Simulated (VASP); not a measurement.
# Pb (I4_1/amd) in VASP: single point with PBE

Aim: the single point of Pb with PBE.

Everything below comes from runs of VASP 6.6.1. Logs are shortened: lines on timing, memory, paths and dates and some standing lists are left out, and cuts for length are marked.

### 1 The cell of the first run

The structure is tetragonal, space group I4_1/amd (No. 141). The conventional cell has a = 5.297 Å, b = 5.297 Å, c = 2.848 Å, α = 90.00°, β = 90.00°, γ = 90.00°. Pb (site symmetry -4m2) has 10 Pb at 2.74 to 3.40 Å within 3.6 Å.

### 2 Single point, PBE (19.98 Å³/atom)

POSCAR reads:

```
Pb
1.0
   -2.6483882072      2.6483882072      1.4241521215
    2.6483882072     -2.6483882072      1.4241521215
    2.6483882072      2.6483882072     -1.4241521215
Pb
2
Direct
   -0.3750000000     -0.1250000000     -0.2500000000
    0.3750000000      0.1250000000      0.2500000000
```

INCAR.step1 reads:

```
ALGO = Normal ; EDIFF = 1E-7
ENCUT = 520 ; GGA = PE
ISIF = 2 ; ISMEAR = -1
LASPH = True ; LCHARG = True
LREAL = False ; LWAVE = False
NBANDS = 21 ; NELM = 80
PREC = Accurate ; SIGMA = 0.05
```

KPOINTS.step1 reads:

```
k-points
0
Gamma
  14 14 14
```

INCAR.step2 reads:

```
ALGO = Normal ; EDIFF = 1E-7
ENCUT = 520 ; GGA = PE
ICHARG = 11 ; ISIF = 2
ISMEAR = -5 ; LASPH = True
LCHARG = False ; LORBIT = 11
LREAL = False ; LWAVE = False
NEDOS = 1001 ; NELM = 80
PREC = Accurate ; SIGMA = 0.05
```

KPOINTS.step2 reads:

```
k-points
0
Gamma
  21 21 21
```

Potentials or basis: VASP PAW PBE potentials, release 64 (Pb_d).

The run is started by

```console
cat potpaw_PBE.64/Pb_d/POTCAR > POTCAR
cp INCAR.step1 INCAR
cp KPOINTS.step1 KPOINTS
mpirun -np 1 vasp_std > vasp.out
cp INCAR.step2 INCAR
cp KPOINTS.step2 KPOINTS
mpirun -np 1 vasp_std > vasp.out
```

OUTCAR:

```text
EDIFF = 1E-7
   ENCUT = 520
   GGA = PE
   ICHARG = 11
   ISIF = 2
   ISMEAR = -5
   LASPH = True
   LORBIT = 11
   LREAL = False
   NELM = 80
   PREC = Accurate

 ion  position               nearest neighbor table
   1  0.625  0.875  0.750-   2 2.74   2 2.74   2 2.74   2 2.74   2 3.40   2 3.40   2 3.40   2 3.40

   2  0.375  0.125  0.250-   1 2.74   1 2.74   1 2.74   1 2.74   1 3.40   1 3.40   1 3.40   1 3.40

  LATTYP: Found a body centered tetragonal cell.
 ALAT       =     5.2967764144
 C/A-ratio  =     0.5377429629

  Lattice vectors:

 A1 = (  -2.6483882072,   2.6483882072,   1.4241521215)
 A2 = (   2.6483882072,  -2.6483882072,   1.4241521215)
 A3 = (   2.6483882072,   2.6483882072,  -1.4241521215)

Analysis of symmetry for initial positions (statically):
=====================================================================
 Subroutine PRICEL returns:
 Original cell was already a primitive cell.

 Routine SETGRP: Setting up the symmetry group for a
 body centered tetragonal supercell.

 Subroutine GETGRP returns: Found 16 space group operations
 (whereof  4 operations were pure point group operations)
 out of a pool of 16 trial point group operations.

The static configuration has the point symmetry C_2h.
 The point group associated with its full space group is D_4h.

Analysis of symmetry for dynamics (positions and initial velocities):
=====================================================================
 Subroutine PRICEL returns:
 Original cell was already a primitive cell.

 Routine SETGRP: Setting up the symmetry group for a
 body centered tetragonal supercell.

 Subroutine GETGRP returns: Found 16 space group operations
 (whereof  4 operations were pure point group operations)
 out of a pool of 16 trial point group operations.

The dynamic configuration has the point symmetry C_2h.
 The point group associated with its full space group is D_4h.

 Subroutine INISYM returns: Found 16 space group operations
 (whereof  4 operations are pure point group operations),
 and found     1 'primitive' translations

----------------------------------------------------------------------------------------

                                     Primitive cell

  volume of cell :      39.9558

  direct lattice vectors                    reciprocal lattice vectors
    -2.648388207  2.648388207  1.424152121     0.000000000  0.188794074  0.351086090
     2.648388207 -2.648388207  1.424152121     0.188794074  0.000000000  0.351086090
     2.648388207  2.648388207 -1.424152121     0.188794074  0.188794074  0.000000000

  length of vectors
     4.007010040  4.007010040  4.007010040     0.398628455  0.398628455  0.266995140

  position of ions in fractional coordinates (direct lattice)
     0.625000000  0.875000000  0.750000000
     0.375000000  0.125000000  0.250000000

  ion indices of the primitive-cell ions
   primitive index   ion index
                 1           1
                 2           2

----------------------------------------------------------------------------------------

 KPOINTS: k-points

Automatic generation of k-mesh.
 Grid dimensions read from file:
 generate k-points for:   21   21   21

 Generating k-lattice:

  Cartesian coordinates                     Fractional coordinates (reciprocal lattice)
     0.000000000  0.008990194  0.016718385     0.047619048  0.000000000  0.000000000
     0.008990194  0.000000000  0.016718385     0.000000000  0.047619048  0.000000000
     0.008990194  0.008990194  0.000000000     0.000000000  0.000000000  0.047619048

  Length of vectors
     0.018982307  0.018982307  0.012714054

  Shift w.r.t. Gamma in fractional coordinates (k-lattice)
     0.000000000  0.000000000  0.000000000

 TETIRR: Found  22611 inequivalent tetrahedra from    55566

 Subroutine IBZKPT returns following result:
 ===========================================

 Found    726 irreducible k-points:

 Following reciprocal coordinates:
            Coordinates               Weight
  0.000000  0.000000  0.000000      1.000000
  0.047619  0.000000  0.000000      8.000000
  0.095238  0.000000  0.000000      8.000000
  0.142857  0.000000 -0.000000      8.000000
  0.190476  0.000000  0.000000      8.000000
  0.238095  0.000000 -0.000000      8.000000
[... 16 lines left out ...]
 -0.428571  0.047619  0.000000     16.000000
 -0.380952  0.047619  0.000000     16.000000
 [... further k-points ...]
   k-points           NKPTS =    726   k-points in BZ     NKDIM =    726   number of bands    NBANDS=     18
   number of dos      NEDOS =   1001   number of ions     NIONS =      2
   total plane-waves  NPLWV =  27000
   dimension x,y,z NGX =    30 NGY =   30 NGZ =   30
   dimension x,y,z NGXF=    60 NGYF=   60 NGZF=   60
   ions per type =               2
   NGX,Y,Z   is equivalent  to a cutoff of  12.45, 12.45, 12.45 a.u.
   NGXF,Y,Z  is equivalent  to a cutoff of  24.89, 24.89, 24.89 a.u.
 SYSTEM =  unknown system
   PREC   = accura    normal or accurate (medium, high low for compatibility)
   ISTART =      0    job   : 0-new  1-cont  2-samecut
   ICHARG =     11    charge: 1-file 2-atom 10-const
   ISPIN  =      1    spin polarized calculation?
   LNONCOLLINEAR =      F non collinear calculations
   LSORBIT =      F    spin-orbit coupling
   LASPH  =      T    aspherical Exc in radial PAW
   ENCUT  =  520.0 eV  38.22 Ry    6.18 a.u.   7.45  7.45  7.45*2*pi/ulx,y,z
   NELM   =     80;   NELMIN=  2; NELMDL=  0     # of ELM steps
   EDIFF  = 0.1E-06   stopping-criterion for ELM
   LREAL  =      F    real-space projection
   EDIFFG = 0.1E-05   stopping-criterion for IOM
   NSW    =      0    number of steps for IOM
   IBRION =     -1    ionic relax: 0-MD 1-quasi-New 2-CG
   NFREE  =      0    steps in history (QN), initial steepest desc. (CG)
   ISIF   =      2    stress and relaxation
   ISYM   =      2    0-nonsym 1-usesym 2-fastsym
   POTIM  = 0.5000    time-step for ionic-motion
   TEBEG  =    0.0;   TEEND  =   0.0 temperature during run
   PSTRESS=    0.0 pullay stress
   NELECT =      28.0000    total number of electrons
   NUPDOWN=      -1.0000    fix difference up-down
   EMIN   =  10.00;   EMAX   =-10.00  energy-range for DOS
   EFERMI =   0.00;   METHOD = LEGACY
   ISMEAR =    -5;   SIGMA  =   0.05  broadening in eV -4-tet -1-fermi 0-gaus
   EFERMI_NEDOS =   21; number of points for ismear=-14 and -15
   IALGO  =     38    algorithm
   IMIX   =      4    mixing-type and parameters
     AMIX     =   0.40;   BMIX     =  1.00
     AMIX_MAG =   1.60;   BMIX_MAG =  1.00
  volume/ion in A,a.u.               =      19.98       134.82
  Fermi-wavevector in a.u.,A,eV,Ry     =   1.454122  2.747893 28.769136  2.114472
  Thomas-Fermi vector in A             =   2.571310
   LORBIT       =     11    0 simple, 1 ext, 2 COOP (PROOUT), +10 PAW based schemes
   GGA     = PE    functional components
   LHFCALC =     F    Hartree Fock is set to
   AEXX    =    0.0000 exact exchange contribution
   IVDW    =     0    specifies the selected vdW correction
   LEPSILON=     F    determine dielectric tensor
   LRPA    =     F    only Hartree local field effects (RPA)
 non-spin polarized calculation
 Fermi weights with tetrahedron method with Bloechl corrections
  energy-cutoff  :      520.00
  volume of cell :       39.96
 maximum number of plane-waves:      1109
 NGX is ok and might be reduce to    30

 number of electron      28.0000004 magnetization

 Free energy of the ion-electron system (eV)
  ---------------------------------------------------
  ext. energy  EPLUGINS =         0.00000000
  ---------------------------------------------------
  free energy    TOTEN  =        -3.53234937 eV

  energy without entropy =       -3.53234937  energy(sigma->0) =       -3.53234937

 E-fermi :  13.2863     XC(G=0): -12.3079

 val. band max:       13.3951764637   @ k =  -0.0476  -0.2381   0.0476
 cond. band min:      13.1970114388   @ k =  -0.2857   0.2857   0.0000
 fundamental gap:     -0.1981650250
 Fermi energy:        13.2862687155

 k-point     1 :       0.0000    0.0000    0.0000
  band No.  band energies     occupation
      1      -5.8090      2.00000
      2      -5.4499      2.00000
      3      -5.4147      2.00000
      4      -5.3537      2.00000
      5      -4.3496      2.00000
      6      -4.3496      2.00000
[... 10 lines left out ...]
     17      20.6987      0.00000
     18      23.2800      0.00000

 k-point     2 :       0.0476    0.0000    0.0000
  band No.  band energies     occupation
      1      -5.8031      2.00000
      2      -5.4391      2.00000
      3      -5.3927      2.00000
      4      -5.3208      2.00000
      5      -4.3858      2.00000
      6      -4.3845      2.00000
[... 10 lines left out ...]
     17      20.7632      0.00000
     18      22.5175      0.00000

 k-point     3 :       0.0952    0.0000    0.0000
  band No.  band energies     occupation
      1      -5.7845      2.00000
      2      -5.4076      2.00000
      3      -5.3309      2.00000
      4      -5.2279      2.00000
      5      -4.4588      2.00000
      6      -4.4468      2.00000
[... 10 lines left out ...]
     17      20.9042      0.00000
     18      20.9535      0.00000

 k-point     4 :       0.1429    0.0000   -0.0000
  band No.  band energies     occupation
      1      -5.7526      2.00000
      2      -5.3581      2.00000
      3      -5.2425      2.00000
      4      -5.0906      2.00000
      5      -4.5520      2.00000
      6      -4.5075      2.00000
[... 375 lines left out ...]
      4      -5.0678      2.00000
      5      -4.7407      2.00000
      6      -4.6610      2.00000
[... 10 lines left out ...]
     17      16.6122      0.00000
     18      20.0548      0.00000

 k-point    23 :      -0.4286    0.0476    0.0000
  band No.  band energies     occupation
      1      -5.5190      2.00000
      2      -5.1977      2.00000
      3      -5.1180      2.00000
      4      -5.0723      2.00000
      5      -4.7756      2.00000
      6      -4.6264      2.00000
[... 10 lines left out ...]
     17      17.1343      0.00000
     18      19.1840      0.00000

 k-point    24 :      -0.3810    0.0476    0.0000
  band No.  band energies     occupation
      1      -5.5477      2.00000
      2      -5.1594      2.00000
      3      -5.0880      2.00000
      4      -5.0084      2.00000
      5      -4.8065      2.00000
      6      -4.5783      2.00000
[... 10 lines left out ...]
     17      17.8100      0.00000
     18      18.0626      0.00000

 [... further k-points ...]

------------------------ aborting loop because EDIFF is reached ----------------------------------------

  FORCE on cell =-STRESS in cart. coord.  units (eV):
  Direction    XX          YY          ZZ          XY          YZ          ZX
  --------------------------------------------------------------------------------------
  -------------------------------------------------------------------------------------
  Total       16.4830235     16.4830235     16.4821523      0.0000000     -0.0000000     -0.0000000
  in kB      660.9487656    660.9487656    660.9138344      0.0000000     -0.0000000     -0.0000000
  external PRESSURE =     660.9371218 kB  Pullay stress =       0.0000000 kB

 VOLUME and BASIS-vectors are now :
 -----------------------------------------------------------------------------
  energy-cutoff  :      520.00
  volume of cell :       39.96
      direct lattice vectors                 reciprocal lattice vectors
    -2.648388207  2.648388207  1.424152121     0.000000000  0.188794074  0.351086090
     2.648388207 -2.648388207  1.424152121     0.188794074  0.000000000  0.351086090
     2.648388207  2.648388207 -1.424152121     0.188794074  0.188794074  0.000000000

 POSITION                                       TOTAL-FORCE (eV/Angst)
 -----------------------------------------------------------------------------------
      2.64839      1.32419      1.06811        -0.000000      0.000000     -0.000000
      0.00000      1.32419      0.35604         0.000000     -0.000000      0.000000
 -----------------------------------------------------------------------------------
    total drift:                                0.000000     -0.000000      0.000000

  FREE ENERGIE OF THE ION-ELECTRON SYSTEM (eV)
  ---------------------------------------------------
  free  energy   TOTEN  =        -3.5323493720 eV

  energy  without entropy=       -3.5323493720  energy(sigma->0) =       -3.53234937

 total charge

# of ion       s       p       d       tot
------------------------------------------
    1        1.350   1.212   9.869  12.431
    2        1.350   1.212   9.869  12.431
--------------------------------------------------
tot          2.699   2.423  19.739  24.861
```

Wall time 11 min (1 thread of Oxide Virtual Turin-like, shared host); peak memory 0.53 GiB.

What came out:

- Valence electrons inside the program's atomic spheres: Pb 12.43

Caveat: spin-orbit coupling is left out, which moves the levels of the heavy elements.
